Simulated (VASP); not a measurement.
**Al2O3: single point with PBE**

The system is Al2O3.

```
Al O
1.0
     2.26234    1.30617    4.93900
    -2.26234    1.30617    4.93900
     0.00000   -2.61233    4.93900
Al O
4 6
Direct
  0.85213 0.85213 0.85213
  0.64787 0.64787 0.64787
  0.14787 0.14787 0.14787
  0.35213 0.35213 0.35213
  0.05616 0.44384 0.75000
  0.75000 0.05616 0.44384
  0.44384 0.75000 0.05616
  0.94384 0.55616 0.25000
  0.25000 0.94384 0.55616
  0.55616 0.25000 0.94384
```

This cell differs from its parent crystal: c/a of the conventional cell at fixed volume 3.2747.

* Program: VASP 6.6.1
* Task: single point
* Functional: PBE
* Potentials or basis: VASP PAW PBE potentials, release 64 (Al, O)
* Cutoff: 520 eV
* k mesh: 6 × 6 × 6
* Occupations: gaussian, width 0.05 eV
* Spin: no spin polarisation
* Dipole correction: no
* Further INCAR settings: ALGO = Normal; EDIFF = 1e-06; NBANDS = 35

- Pressure: 4.3 GPa
- Largest force: 0.522 eV/Å
- Band gap on the k mesh: 4.32 eV

Forces on the atoms (eV/Å):
```
Al   0.000  0.000 -0.459
Al   0.000  0.000  0.459
Al   0.000  0.000  0.459
Al   0.000  0.000 -0.459
O    0.522  0.000  0.000
O   -0.261  0.452  0.000
O   -0.261 -0.452  0.000
O   -0.522  0.000  0.000
O    0.261 -0.452  0.000
O    0.261  0.452  0.000
```

Stress tensor (GPa, compression positive):
```
 30.17   0.00   0.00
  0.00  30.17   0.00
  0.00   0.00 -47.37
```

Levels at points of the mesh, in eV from the valence-band top:
| k point | band 21 | band 22 | band 23 | band 24 | band 25 | band 26 | band 27 | band 28 |
| --- | --- | --- | --- | --- | --- | --- | --- | --- |
| (0.00, 0.00, 0.00) | -0.41 | -0.41 | 0.00 | 0.00 | 4.32 | 8.41 | 8.41 | 9.02 |
| (0.50, 0.00, 0.00) | -1.24 | -1.24 | -0.87 | -0.87 | 6.92 | 6.92 | 8.05 | 8.05 |
| (0.50, 0.50, 0.00) | -1.31 | -1.27 | -1.02 | -0.84 | 7.22 | 7.96 | 8.82 | 9.14 |
| (0.50, 0.50, 0.50) | -0.22 | -0.22 | -0.22 | -0.22 | 7.71 | 7.71 | 9.64 | 9.64 |

Run time: 3.8 min on 1 thread of Intel Xeon 8259CL, with other jobs on the host, peak memory 0.28 GiB.

Caveat: the stress differs along the axes, from -47 to 30 GPa.
